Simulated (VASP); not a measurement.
# Sm (P6_3/mmc) in VASP: further runs

Sm is run at these levels: PBE; tasks: single point.

Program: VASP 6.6.1. These are calculated values, not measurements. Logs are shortened: lines on timing, memory, paths and dates and some standing lists are left out, and cuts for length are marked.

## (1) The cell of the first run

Symmetry: P6_3/mmc, No. 194, hexagonal system. The conventional cell has a = 3.835 Å, b = 3.835 Å, c = 6.149 Å, α = 90.00°, β = 90.00°, γ = 120.00°. Sm (site symmetry -6m2) has 12 Sm at 3.79 to 3.84 Å within 5.0 Å.

## (2) Single point, PBE, collinear spin, ferromagnetic start

Input file INCAR:

```
SYSTEM = Sm
  ALGO = Normal
  EDIFF = 1E-6
  ENCUT = 520
  GGA = PE
  ISIF = 2
  ISMEAR = 0
  ISPIN = 2
  LASPH = .TRUE.
  LCHARG = .TRUE.
  LELF = .TRUE.
  LMAXMIX = 6
  LORBIT = 11
  LREAL = .FALSE.
  LVHAR = .TRUE.
  LWAVE = .FALSE.
  MAGMOM = 5 5
  NBANDS = 27
  NELM = 150
  PREC = Accurate
  SIGMA = 0.05
```

Input file KPOINTS:

```
k-points
0
G
  14 14 8
  0 0 0
```

Input file POSCAR:

```
Sm
1.0
    3.8353630913      0.0000000000      0.0000000000
   -1.9176815456      3.3215218698      0.0000000000
    0.0000000000      0.0000000000      6.1493821884
Sm
2
Direct
    0.3333333333      0.6666666667      0.7500000000
    0.6666666667      0.3333333333      0.2500000000
```

Potentials or basis: VASP PAW PBE potentials, release 64 (Sm).

Started as:

```bash
$ cat potpaw_PBE.64/Sm/POTCAR > POTCAR
$ mpirun -np 1 vasp_std > vasp.out
```

OUTCAR:

```text
SYSTEM = Sm
   EDIFF = 1E-6
   ENCUT = 520
   GGA = PE
   ISIF = 2
   ISMEAR = 0
   ISPIN = 2
   LASPH = .TRUE.
   LORBIT = 11
   LREAL = .FALSE.
   NELM = 150
   PREC = Accurate

 ion  position               nearest neighbor table
   1  0.333  0.667  0.750-
   2  0.667  0.333  0.250-

  LATTYP: Found a hexagonal cell.
 ALAT       =     3.8353630913
 C/A-ratio  =     1.6033376872

  Lattice vectors:

 A1 = (   3.8353630913,   0.0000000000,   0.0000000000)
 A2 = (  -1.9176815456,   3.3215218698,   0.0000000000)
 A3 = (   0.0000000000,   0.0000000000,   6.1493821884)

Analysis of symmetry for initial positions (statically):
=====================================================================
 Subroutine PRICEL returns:
 Original cell was already a primitive cell.

 Routine SETGRP: Setting up the symmetry group for a
 hexagonal supercell.

 Subroutine GETGRP returns: Found 24 space group operations
 (whereof 12 operations were pure point group operations)
 out of a pool of 24 trial point group operations.

The static configuration has the point symmetry D_3d.
 The point group associated with its full space group is D_6h.

Analysis of symmetry for dynamics (positions and initial velocities):
=====================================================================
 Subroutine PRICEL returns:
 Original cell was already a primitive cell.

 Routine SETGRP: Setting up the symmetry group for a
 hexagonal supercell.

 Subroutine GETGRP returns: Found 24 space group operations
 (whereof 12 operations were pure point group operations)
 out of a pool of 24 trial point group operations.

The dynamic configuration has the point symmetry D_3d.
 The point group associated with its full space group is D_6h.

Analysis of structural, dynamic, and magnetic symmetry:
=====================================================================
 Subroutine PRICEL returns:
 Original cell was already a primitive cell.

 Routine SETGRP: Setting up the symmetry group for a
 hexagonal supercell.

 Subroutine GETGRP returns: Found 24 space group operations
 (whereof 12 operations were pure point group operations)
 out of a pool of 24 trial point group operations.

The overall configuration has the point symmetry D_3d.
 The point group associated with its full space group is D_6h.

 Subroutine INISYM returns: Found 24 space group operations
 (whereof 12 operations are pure point group operations),
 and found     1 'primitive' translations

[... 110 lines left out ...]
   EFERMI_NEDOS =   21; number of points for ismear=-14 and -15
   IALGO  =     38    algorithm
   IMIX   =      4    mixing-type and parameters
     AMIX     =   0.40;   BMIX     =  1.00
     AMIX_MAG =   1.60;   BMIX_MAG =  1.00
  volume/ion in A,a.u.               =      39.17       264.33
  Fermi-wavevector in a.u.,A,eV,Ry     =   1.214693  2.295437 20.075105  1.475479
  Thomas-Fermi vector in A             =   2.350104
   LORBIT       =     11    0 simple, 1 ext, 2 COOP (PROOUT), +10 PAW based schemes
   GGA     = PE    functional components
   LHFCALC =     F    Hartree Fock is set to
   AEXX    =    0.0000 exact exchange contribution
   IVDW    =     0    specifies the selected vdW correction
   LEPSILON=     F    determine dielectric tensor
   LRPA    =     F    only Hartree local field effects (RPA)
 spin polarized calculation
 Gauss-broadening in eV      SIGMA  =   0.05
  energy-cutoff  :      520.00
  volume of cell :       78.34
 maximum number of plane-waves:      2131
 NGX is ok and might be reduce to    30
   NGX = 15   NGY = 15   NGZ = 23

 number of electron      31.9999994 magnetization      13.2474529

 Free energy of the ion-electron system (eV)
  ---------------------------------------------------
  ext. energy  EPLUGINS =         0.00000000
  ---------------------------------------------------
  free energy    TOTEN  =       -18.65778358 eV

  energy without entropy =      -18.63759782  energy(sigma->0) =      -18.64769070

 E-fermi :   2.4089     XC(G=0):  -9.1440

 val. band max:        2.4069531869   @ k =   0.3571   0.2857   0.1250
 cond. band min:       2.4099651259   @ k =   0.2143   0.1429   0.3750
 fundamental gap:      0.0030119390
 Fermi energy:         2.4089055129

 spin component 1

 k-point     1 :       0.0000    0.0000    0.0000
  band No.  band energies     occupation
      1     -37.6798      1.00000
      2     -37.6208      1.00000
      3     -17.6297      1.00000
      4     -17.0987      1.00000
      5     -17.0987      1.00000
      6     -17.0070      1.00000
[... 709 lines left out ...]
     26       2.4940      0.00806
     27       3.5504      0.00000

 [... further k-points ...]

 spin component 2

 k-point     1 :       0.0000    0.0000    0.0000
  band No.  band energies     occupation
      1     -34.9751      1.00000
      2     -34.9041      1.00000
      3     -15.6375      1.00000
      4     -15.0310      1.00000
      5     -15.0310      1.00000
      6     -14.9277      1.00000
[... 709 lines left out ...]
     26       6.4299      0.00000
     27       6.4520      0.00000

 [... further k-points ...]
[... 5 lines left out ...]
  --------------------------------------------------------------------------------------
  -------------------------------------------------------------------------------------
  Total       -0.1086903     -0.1086903     -0.1150868     -0.0000000      0.0000000      0.0000000
  in kB       -2.2229333     -2.2229333     -2.3537545     -0.0000000      0.0000000      0.0000000
  external PRESSURE =      -2.2665404 kB  Pullay stress =       0.0000000 kB

 VOLUME and BASIS-vectors are now :
 -----------------------------------------------------------------------------
  energy-cutoff  :      520.00
  volume of cell :       78.34
      direct lattice vectors                 reciprocal lattice vectors
     3.835363091  0.000000000  0.000000000     0.260731507  0.150533406  0.000000000
    -1.917681546  3.321521870  0.000000000     0.000000000  0.301066812  0.000000000
     0.000000000  0.000000000  6.149382188     0.000000000  0.000000000  0.162617962

 POSITION                                       TOTAL-FORCE (eV/Angst)
 -----------------------------------------------------------------------------------
     -0.00000      2.21435      4.61204        -0.000000     -0.000000      0.000000
      1.91768      1.10717      1.53735         0.000000      0.000000      0.000000
 -----------------------------------------------------------------------------------
    total drift:                               -0.000000      0.000000     -0.000000

  FREE ENERGIE OF THE ION-ELECTRON SYSTEM (eV)
  ---------------------------------------------------
  free  energy   TOTEN  =       -18.6577835823 eV

  energy  without entropy=      -18.6375978198  energy(sigma->0) =      -18.64769070

 total charge

# of ion       s       p       d       f       tot
--------------------------------------------------
    1        2.074   5.624   0.380   5.538  13.616
    2        2.074   5.624   0.380   5.538  13.616
--------------------------------------------------
tot          4.148  11.249   0.760  11.076  27.232

 magnetization (x)

# of ion       s       p       d       f       tot
--------------------------------------------------
    1       -0.005  -0.060   0.236   5.535   5.706
    2       -0.005  -0.060   0.236   5.535   5.706
--------------------------------------------------
tot         -0.011  -0.120   0.473  11.070  11.412
```

It took 17 min on 1 thread of Intel Xeon Platinum 8259CL at 2.50GHz (Skylake/Cascade Lake), shared host; peak memory 0.52 GiB.

What came out:

```
Free energy                                           : -18.6578 eV
Pressure                                              : -0.2 GPa
Net moment                                            : 13.25 μB per cell
Site moments                                          : Sm +5.71 μB
Valence electrons inside the program's atomic spheres : Sm 13.62
```

Caveat: the magnetic or orbital state may not be the lowest; spin-orbit coupling is left out, which moves the levels of the heavy elements. The state reached can hang on the start; a lower one may exist.

## (3) Single point, PBE, collinear spin, ferromagnetic start

Input file INCAR:

```
PREC = Accurate
ENCUT = 520
EDIFF = 1E-7
ISMEAR = 0
SIGMA = 0.05
LREAL = False
LASPH = True
NELM = 150
ALGO = Normal
ISIF = 2
LWAVE = False
LCHARG = False
ISPIN = 2
MAGMOM = 6.81 6.81
LORBIT = 11
LMAXMIX = 6
GGA = PE
NBANDS = 27
```

Input file KPOINTS:

```
regular mesh
0
Gamma
  12 12 8
```

Input file POSCAR:

```
Sm
1.0
    3.8371005467      0.0000000000      0.0000000000
   -1.9185502733      3.3230265503      0.0000000000
    0.0000000000      0.0000000000      6.1525681496
Sm
2
Direct
    0.3333333333      0.6666666667      0.7500000000
    0.6666666667      0.3333333333      0.2500000000
```

Potentials or basis: VASP PAW PBE potentials, release 64 (Sm).

Started as:

```bash
$ cat potpaw_PBE.64/Sm/POTCAR > POTCAR
$ mpirun -np 1 vasp_std > vasp.out
```

It took 16 min on 1 thread of Intel Xeon Platinum 8259CL at 2.50GHz (Skylake/Cascade Lake), shared host; peak memory 0.45 GiB.

The run converged. Its results:

| Quantity | Value |
| --- | --- |
| Free energy | -18.6590 eV |
| Pressure | -0.1 GPa |
| Net moment | 13.29 μB per cell |
| Site moments | Sm +5.71 μB |
| Valence electrons inside the program's atomic spheres | Sm 13.62 |

Levels at points of the mesh, in eV from the Fermi level:
Spin up:
| k point | band 19 | band 20 | band 21 | band 22 | band 23 | band 24 | band 25 | band 26 |
| --- | --- | --- | --- | --- | --- | --- | --- | --- |
| (0.00, 0.00, 0.00) | -0.21 | -0.17 | -0.17 | -0.16 | -0.13 | -0.03 | 1.10 | 1.73 |
| (0.50, 0.00, 0.00) | -0.22 | -0.14 | -0.12 | -0.07 | 0.02 | 0.09 | 0.10 | 0.32 |
| (0.00, 0.00, 0.50) | -0.15 | -0.15 | -0.15 | -0.15 | -0.11 | -0.11 | 1.03 | 1.03 |
| (0.50, 0.00, 0.50) | -0.16 | -0.16 | -0.09 | -0.09 | 0.04 | 0.04 | 0.30 | 0.30 |
Spin down:
```
           k point  band 6  band 7  band 8  band 9  band 10  band 11  band 12  band 13  band 14  band 15
(0.00, 0.00, 0.00)  -17.34  -17.34  -17.29   -3.17    -0.71     2.15     2.70     2.79     2.79     3.14
(0.50, 0.00, 0.00)  -17.60  -17.48  -17.42   -0.34    -0.14     0.24     1.43     2.49     2.68     3.02
(0.00, 0.00, 0.50)  -17.39  -17.39  -17.39   -1.81    -1.81     1.86     1.86     2.80     2.80     2.80
(0.50, 0.00, 0.50)  -17.51  -17.49  -17.49   -0.53    -0.53     1.20     1.20     2.53     2.53     3.45
```

Caveat: the magnetic or orbital state may not be the lowest; spin-orbit coupling is left out, which moves the levels of the heavy elements.
